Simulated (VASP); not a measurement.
Ir: single point with PBEsol

Crystal: Ir.

```
Ir
1.0
     0.00000    1.80766    1.80766
     1.80766    0.00000    1.80766
     1.80766    1.80766    0.00000
Ir
1
Cartesian
  0.0000 0.0000 0.0000
```

This cell differs from its parent crystal: volume scaled by 0.84.

```json
{"Program": "VASP 6.6.1", "Task": "single point", "Functional": "PBEsol", "Potentials or basis": "VASP PAW PBE potentials, release 64 (Ir)", "Cutoff": "520 eV", "k mesh": "19 × 19 × 19", "Occupations": "fermi-dirac, width 0.1 eV", "Spin": "no spin polarisation"}
```

The pressure is 106.9 GPa.

Levels at points of the mesh, in eV from the Fermi level:
```csv
k point,band 1,band 2,band 3,band 4,band 5,band 6,band 7,band 8,band 9
"(0.00, 0.00, 0.00)",-13.24,-5.12,-5.12,-5.12,-1.52,-1.52,13.80,20.51,20.51
```

It took 13 s on 1 thread of Intel(R) Xeon(R) Platinum 8488C (Sapphire Rapids), with other jobs on the host, peak memory 0.15 GiB.

Caveat: the PAW data sets were made with another functional, which shifts forces and pressure a little; spin-orbit coupling is left out, which moves the levels of the heavy elements.
